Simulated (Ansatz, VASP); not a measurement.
**Ni in VASP and in Ansatz**

INCAR

```
  PREC = Accurate
  ENCUT = 520
  EDIFF = 1E-6
  ISMEAR = -1
  SIGMA = 0.05
  LREAL = False
  LASPH = True
  NELM = 150
  ALGO = Normal
  ISIF = 2
  LWAVE = False
  LCHARG = False
  ISPIN = 2
  MAGMOM = 0.607
  LORBIT = 11
  LMAXMIX = 4
  NBANDS = 15
```

The input KPOINTS:

```
regular mesh
0
Gamma
  10 10 10
```

File POSCAR:

```
Ni
1.0
    0.0000000000      1.7124646296      1.7124646296
    1.7124646296      0.0000000000      1.7124646296
    1.7124646296      1.7124646296      0.0000000000
Ni
1
Direct
    0.0000000000      0.0000000000      0.0000000000
```

Input for Ansatz:

```yaml
crystal:
  lattice:
    - [0.0, 1.7124646296, 1.7124646296]
    - [1.7124646296, 0.0, 1.7124646296]
    - [1.7124646296, 1.7124646296, 0.0]
  atoms:
    - { symbol: Ni, position: [0.0, 0.0, 0.0], spin: 0.607 }
hamiltonian:
  xc: lda
  pseudopotentials:
    kind: paw
    azcp:
      Ni: "pseudopotentials/Ni.paw.azcp"
basis:
  ecutwfc: 420
  fft_grid_basis: typed
kpoints:
  mp_grid: { grid: [10, 10, 10], shift: [0, 0, 0] }
magnetization:
  spin_polarized: true
scf:
  occupations: { method: fermi_dirac, width: 0.05 }
  lower_state_search: "off"
output:
  stress: true
  write_density: true
  write_potential: true
  elf: true
  volumetric_format: npy
```

Alike in both runs: task single point; functional LDA; k mesh 10 × 10 × 10; occupations fermi-dirac, width 0.05 eV; collinear spin.

|  | VASP | Ansatz |
| --- | --- | --- |
| version | VASP 6.6.1 | Ansatz 0.2.0 |
| potentials or method | VASP PAW LDA potentials, release 64 (Ni), cutoff 520 eV | plane waves (420 eV) with PAW, scalar-relativistic |
| valence electrons in the cell | 10 | 18 |

```csv
,VASP,Ansatz,Ansatz less VASP
pressure (GPa),0.1,0.4,+0.32
net moment per atom (μB),0.64,0.68,+0.036
size of the moment on the site where the two differ most (μB),0.64,0.70,+0.062
```

Ansatz warns that its potentials were made for another functional, while VASP's fit it. LDA's correlation is that of Perdew and Zunger in VASP and of Perdew and Wang (1992) in Ansatz. Site moments also hang on the region over which each program counts them. VASP's potentials hold 10 valence electrons a cell and Ansatz's 18, so a difference there can come from the potentials and not from the codes.
